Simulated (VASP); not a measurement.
# SnTe (zincblende type) (F-43m) in VASP: notebook

Runs on SnTe (zincblende type). Level: PBE. Tasks: single point, relaxation of cell and atoms.

Program: VASP 6.6.1. These are calculated values, not measurements. Logs are shortened: lines on timing, memory, paths and dates and some standing lists are left out, and cuts for length are marked.

### Step 1. The cell of the first run

The structure is cubic, space group F-43m (No. 216). The conventional cell has a = 6.935 Å, b = 6.935 Å, c = 6.935 Å, α = 90.00°, β = 90.00°, γ = 90.00°. Within 4.0 Å of Sn (site symmetry -43m) lie 4 Te at 3.00 Å. Te (site symmetry -43m) has 4 Sn at 3.00 Å within 4.0 Å.

### Step 2. Single point, PBE

Input file INCAR:

```
PREC = Accurate ; ENCUT = 520
EDIFF = 1E-7 ; ISMEAR = -1
SIGMA = 0.1 ; LREAL = False
LASPH = True ; NELM = 60
ALGO = Normal ; ISIF = 2
LWAVE = False ; LCHARG = False
GGA = PE ; NBANDS = 17
```

Input file KPOINTS:

```
Automatic mesh
0
Gamma
  11 11 11
```

Input file POSCAR:

```
SnTe
1.0
    0.0000000000      3.4674323919      3.4674323919
    3.4674323919      0.0000000000      3.4674323919
    3.4674323919      3.4674323919      0.0000000000
Sn Te
1 1
Direct
    0.0000000000      0.0000000000      0.0000000000
    0.2500000000      0.2500000000      0.2500000000
```

Potentials or basis: VASP PAW PBE potentials, release 64 (Sn_d, Te).

Launch:

```
$ cat potpaw_PBE.64/Sn_d/POTCAR potpaw_PBE.64/Te/POTCAR > POTCAR
$ mpirun -np 1 vasp_std > vasp.out
```

OUTCAR:

```text
PREC = Accurate
   ENCUT = 520
   EDIFF = 1E-7
   ISMEAR = -1
   LREAL = False
   LASPH = True
   NELM = 60
   ISIF = 2
   GGA = PE

 ion  position               nearest neighbor table
   1  0.000  0.000  0.000-   2 3.00   2 3.00   2 3.00   2 3.00
   2  0.250  0.250  0.250-   1 3.00   1 3.00   1 3.00   1 3.00

  LATTYP: Found a face centered cubic cell.
 ALAT       =     6.9348647838

  Lattice vectors:

 A1 = (   0.0000000000,   3.4674323919,   3.4674323919)
 A2 = (   3.4674323919,   0.0000000000,   3.4674323919)
 A3 = (   3.4674323919,   3.4674323919,   0.0000000000)

Analysis of symmetry for initial positions (statically):
=====================================================================
 Subroutine PRICEL returns:
 Original cell was already a primitive cell.

 Routine SETGRP: Setting up the symmetry group for a
 face centered cubic supercell.

 Subroutine GETGRP returns: Found 24 space group operations
 (whereof 24 operations were pure point group operations)
 out of a pool of 48 trial point group operations.

The static configuration has the point symmetry T_d .

Analysis of symmetry for dynamics (positions and initial velocities):
=====================================================================
 Subroutine PRICEL returns:
 Original cell was already a primitive cell.

 Routine SETGRP: Setting up the symmetry group for a
 face centered cubic supercell.

 Subroutine GETGRP returns: Found 24 space group operations
 (whereof 24 operations were pure point group operations)
 out of a pool of 48 trial point group operations.

The dynamic configuration has the point symmetry T_d .

 Subroutine INISYM returns: Found 24 space group operations
 (whereof 24 operations are pure point group operations),
 and found     1 'primitive' translations

----------------------------------------------------------------------------------------

                                     Primitive cell

  volume of cell :      83.3785

  direct lattice vectors                    reciprocal lattice vectors
     0.000000000  3.467432392  3.467432392    -0.144198918  0.144198918  0.144198918
     3.467432392  0.000000000  3.467432392     0.144198918 -0.144198918  0.144198918
     3.467432392  3.467432392  0.000000000     0.144198918  0.144198918 -0.144198918

  length of vectors
     4.903689915  4.903689915  4.903689915     0.249759853  0.249759853  0.249759853

  position of ions in fractional coordinates (direct lattice)
     0.000000000  0.000000000  0.000000000
     0.250000000  0.250000000  0.250000000

  ion indices of the primitive-cell ions
   primitive index   ion index
                 1           1
                 2           2

----------------------------------------------------------------------------------------

 KPOINTS: Automatic mesh

Automatic generation of k-mesh.
 Grid dimensions read from file:
 generate k-points for:   11   11   11

 Generating k-lattice:

  Cartesian coordinates                     Fractional coordinates (reciprocal lattice)
    -0.013108993  0.013108993  0.013108993     0.090909091  0.000000000  0.000000000
     0.013108993 -0.013108993  0.013108993     0.000000000  0.090909091  0.000000000
     0.013108993  0.013108993 -0.013108993     0.000000000  0.000000000  0.090909091

  Length of vectors
     0.022705441  0.022705441  0.022705441

  Shift w.r.t. Gamma in fractional coordinates (k-lattice)
     0.000000000  0.000000000  0.000000000

 Subroutine IBZKPT returns following result:
 ===========================================

 Found     56 irreducible k-points:

 Following reciprocal coordinates:
            Coordinates               Weight
  0.000000  0.000000  0.000000      1.000000
  0.090909  0.000000  0.000000      8.000000
  0.181818  0.000000  0.000000      8.000000
  0.272727  0.000000  0.000000      8.000000
  0.363636  0.000000  0.000000      8.000000
  0.454545  0.000000  0.000000      8.000000
[... 16 lines left out ...]
 -0.272727  0.181818  0.000000     24.000000
 -0.181818  0.181818  0.000000     12.000000
 [... further k-points ...]
   k-points           NKPTS =     56   k-points in BZ     NKDIM =     56   number of bands    NBANDS=     17
   number of dos      NEDOS =    301   number of ions     NIONS =      2
   total plane-waves  NPLWV =  46656
   dimension x,y,z NGX =    36 NGY =   36 NGZ =   36
   dimension x,y,z NGXF=    72 NGYF=   72 NGZF=   72
   ions per type =               1   1
   NGX,Y,Z   is equivalent  to a cutoff of  12.20, 12.20, 12.20 a.u.
   NGXF,Y,Z  is equivalent  to a cutoff of  24.41, 24.41, 24.41 a.u.
 SYSTEM =  unknown system
   PREC   = accura    normal or accurate (medium, high low for compatibility)
   ISTART =      0    job   : 0-new  1-cont  2-samecut
   ICHARG =      2    charge: 1-file 2-atom 10-const
   ISPIN  =      1    spin polarized calculation?
   LNONCOLLINEAR =      F non collinear calculations
   LSORBIT =      F    spin-orbit coupling
   LASPH  =      T    aspherical Exc in radial PAW
   ENCUT  =  520.0 eV  38.22 Ry    6.18 a.u.   9.12  9.12  9.12*2*pi/ulx,y,z
   NELM   =     60;   NELMIN=  2; NELMDL= -5     # of ELM steps
   EDIFF  = 0.1E-06   stopping-criterion for ELM
   LREAL  =      F    real-space projection
   EDIFFG = 0.1E-05   stopping-criterion for IOM
   NSW    =      0    number of steps for IOM
   IBRION =     -1    ionic relax: 0-MD 1-quasi-New 2-CG
   NFREE  =      0    steps in history (QN), initial steepest desc. (CG)
   ISIF   =      2    stress and relaxation
   ISYM   =      2    0-nonsym 1-usesym 2-fastsym
   POTIM  = 0.5000    time-step for ionic-motion
   TEBEG  =    0.0;   TEEND  =   0.0 temperature during run
   PSTRESS=    0.0 pullay stress
   NELECT =      20.0000    total number of electrons
   NUPDOWN=      -1.0000    fix difference up-down
   EMIN   =  10.00;   EMAX   =-10.00  energy-range for DOS
   EFERMI =   0.00;   METHOD = LEGACY
   ISMEAR =    -1;   SIGMA  =   0.10  broadening in eV -4-tet -1-fermi 0-gaus
   EFERMI_NEDOS =   21; number of points for ismear=-14 and -15
   IALGO  =     38    algorithm
   IMIX   =      4    mixing-type and parameters
     AMIX     =   0.40;   BMIX     =  1.00
     AMIX_MAG =   1.60;   BMIX_MAG =  1.00
  volume/ion in A,a.u.               =      41.69       281.33
  Fermi-wavevector in a.u.,A,eV,Ry     =   1.017186  1.922202 14.077490  1.034666
  Thomas-Fermi vector in A             =   2.150572
   LORBIT       =      0    0 simple, 1 ext, 2 COOP (PROOUT), +10 PAW based schemes
   GGA     = PE    functional components
   LHFCALC =     F    Hartree Fock is set to
   AEXX    =    0.0000 exact exchange contribution
   IVDW    =     0    specifies the selected vdW correction
   LEPSILON=     F    determine dielectric tensor
   LRPA    =     F    only Hartree local field effects (RPA)
 non-spin polarized calculation
  energy-cutoff  :      520.00
  volume of cell :       83.38
 maximum number of plane-waves:      2257
   NGX = 19   NGY = 19   NGZ = 19

 number of electron      19.9999994 magnetization

 Free energy of the ion-electron system (eV)
  ---------------------------------------------------
  ext. energy  EPLUGINS =         0.00000000
  ---------------------------------------------------
  free energy    TOTEN  =        -6.96443259 eV

  energy without entropy =       -6.94322120  energy(sigma->0) =       -6.95382689

 E-fermi :   4.3161     XC(G=0):  -7.9626

 val. band max:        4.3017317778   @ k =   0.3636   0.3636   0.0000
 cond. band min:       4.3398690480   @ k =  -0.4545   0.4545   0.0000
 fundamental gap:      0.0381372702
 Fermi energy:         4.3161095468

 k-point     1 :       0.0000    0.0000    0.0000
  band No.  band energies     occupation
      1     -17.5488      2.00000
      2     -17.5488      2.00000
      3     -17.5488      2.00000
      4     -17.5312      2.00000
      5     -17.5312      2.00000
      6      -7.9398      2.00000
[... 9 lines left out ...]
     16      10.7155      0.00000
     17      11.8758      0.00000

 k-point     2 :       0.0909    0.0000    0.0000
  band No.  band energies     occupation
      1     -17.5491      2.00000
      2     -17.5486      2.00000
      3     -17.5486      2.00000
      4     -17.5312      2.00000
      5     -17.5312      2.00000
      6      -7.8954      2.00000
[... 9 lines left out ...]
     16      10.4148      0.00000
     17      11.6310      0.00000

 k-point     3 :       0.1818    0.0000    0.0000
  band No.  band energies     occupation
      1     -17.5496      2.00000
      2     -17.5481      2.00000
      3     -17.5481      2.00000
      4     -17.5311      2.00000
      5     -17.5311      2.00000
      6      -7.7692      2.00000
[... 9 lines left out ...]
     16      10.0987      0.00000
     17      11.3465      0.00000

 k-point     4 :       0.2727    0.0000    0.0000
  band No.  band energies     occupation
      1     -17.5504      2.00000
      2     -17.5474      2.00000
      3     -17.5474      2.00000
      4     -17.5311      2.00000
      5     -17.5311      2.00000
      6      -7.5847      2.00000
[... 9 lines left out ...]
     16      10.1020      0.00000
     17      11.6490      0.00000

 k-point     5 :       0.3636    0.0000    0.0000
  band No.  band energies     occupation
      1     -17.5511      2.00000
      2     -17.5468      2.00000
      3     -17.5468      2.00000
      4     -17.5310      2.00000
      5     -17.5310      2.00000
      6      -7.3890      2.00000
[... 9 lines left out ...]
     16      10.4932      0.00000
     17      11.8765      0.00000

 k-point     6 :       0.4545    0.0000    0.0000
  band No.  band energies     occupation
      1     -17.5515      2.00000
      2     -17.5464      2.00000
      3     -17.5464      2.00000
      4     -17.5309      2.00000
      5     -17.5309      2.00000
      6      -7.2563      2.00000
[... 9 lines left out ...]
     16      11.1419      0.00000
     17      11.1419      0.00000

 k-point     7 :       0.0909    0.0909    0.0000
  band No.  band energies     occupation
      1     -17.5494      2.00000
      2     -17.5484      2.00000
      3     -17.5484      2.00000
      4     -17.5313      2.00000
      5     -17.5311      2.00000
      6      -7.8805      2.00000
[... 9 lines left out ...]
     16      10.8002      0.00000
     17      12.0593      0.00000

 k-point     8 :       0.1818    0.0909    0.0000
  band No.  band energies     occupation
      1     -17.5500      2.00000
      2     -17.5480      2.00000
      3     -17.5479      2.00000
      4     -17.5314      2.00000
      5     -17.5310      2.00000
      6      -7.7810      2.00000
[... 9 lines left out ...]
     16      10.6588      0.00000
     17      11.8172      0.00000
[... 203 lines left out ...]
      1     -17.5522      2.00000
      2     -17.5462      2.00000
      3     -17.5460      2.00000
      4     -17.5317      2.00000
      5     -17.5305      2.00000
      6      -7.3865      2.00000
[... 9 lines left out ...]
     16      11.3182      0.00000
     17      12.4616      0.00000

 k-point    20 :       0.4545    0.1818    0.0000
  band No.  band energies     occupation
      1     -17.5524      2.00000
      2     -17.5460      2.00000
      3     -17.5456      2.00000
      4     -17.5316      2.00000
      5     -17.5306      2.00000
      6      -7.2181      2.00000
[... 9 lines left out ...]
     16      11.6325      0.00000
     17      11.8850      0.00000

 k-point    21 :      -0.4545    0.1818    0.0000
  band No.  band energies     occupation
      1     -17.5524      2.00000
      2     -17.5459      2.00000
      3     -17.5456      2.00000
      4     -17.5314      2.00000
      5     -17.5307      2.00000
      6      -7.1355      2.00000
[... 9 lines left out ...]
     16      11.0210      0.00000
     17      11.8649      0.00000

 k-point    22 :      -0.3636    0.1818    0.0000
  band No.  band energies     occupation
      1     -17.5520      2.00000
      2     -17.5460      2.00000
      3     -17.5459      2.00000
      4     -17.5311      2.00000
      5     -17.5310      2.00000
      6      -7.1838      2.00000
[... 9 lines left out ...]
     16      11.2129      0.00000
     17      12.2073      0.00000

 k-point    23 :      -0.2727    0.1818    0.0000
  band No.  band energies     occupation
      1     -17.5515      2.00000
      2     -17.5465      2.00000
      3     -17.5463      2.00000
      4     -17.5312      2.00000
      5     -17.5309      2.00000
      6      -7.3354      2.00000
[... 9 lines left out ...]
     16      11.1083      0.00000
     17      12.2933      0.00000

 k-point    24 :      -0.1818    0.1818    0.0000
  band No.  band energies     occupation
      1     -17.5509      2.00000
      2     -17.5473      2.00000
      3     -17.5468      2.00000
      4     -17.5313      2.00000
      5     -17.5309      2.00000
      6      -7.5199      2.00000
[... 9 lines left out ...]
     16      10.5088      0.00000
     17      12.5078      0.00000

 [... further k-points ...]

------------------------ aborting loop because EDIFF is reached ----------------------------------------

  FORCE on cell =-STRESS in cart. coord.  units (eV):
  Direction    XX          YY          ZZ          XY          YZ          ZX
  --------------------------------------------------------------------------------------
  -------------------------------------------------------------------------------------
  Total        1.8117645      1.8117645      1.8117645      0.0000000      0.0000000      0.0000000
  in kB       34.8143527     34.8143527     34.8143527      0.0000000      0.0000000      0.0000000
  external PRESSURE =      34.8143527 kB  Pullay stress =       0.0000000 kB

 VOLUME and BASIS-vectors are now :
 -----------------------------------------------------------------------------
  energy-cutoff  :      520.00
  volume of cell :       83.38
      direct lattice vectors                 reciprocal lattice vectors
     0.000000000  3.467432392  3.467432392    -0.144198918  0.144198918  0.144198918
     3.467432392  0.000000000  3.467432392     0.144198918 -0.144198918  0.144198918
     3.467432392  3.467432392  0.000000000     0.144198918  0.144198918 -0.144198918

 POSITION                                       TOTAL-FORCE (eV/Angst)
 -----------------------------------------------------------------------------------
      0.00000      0.00000      0.00000        -0.000000     -0.000000     -0.000000
      1.73372      1.73372      1.73372         0.000000      0.000000      0.000000
 -----------------------------------------------------------------------------------
    total drift:                               -0.000000     -0.000000     -0.000000

  FREE ENERGIE OF THE ION-ELECTRON SYSTEM (eV)
  ---------------------------------------------------
  free  energy   TOTEN  =        -6.9644325883 eV

  energy  without entropy=       -6.9432211984  energy(sigma->0) =       -6.95382689
```

Run time: 74 s. Hardware: 1 thread of Intel Xeon 6975P-C (Granite Rapids), shared host; peak memory 0.24 GiB.

Results:

- Free energy: -6.9644 eV
- Pressure: 3.5 GPa
- Band gap on the k mesh: zero (band 10 reaches 4.35 eV, above the bottom of band 11 at 4.19 eV)

Caveat: spin-orbit coupling is left out, which moves the levels of the heavy elements.

(Continued in part 2 of 2.)
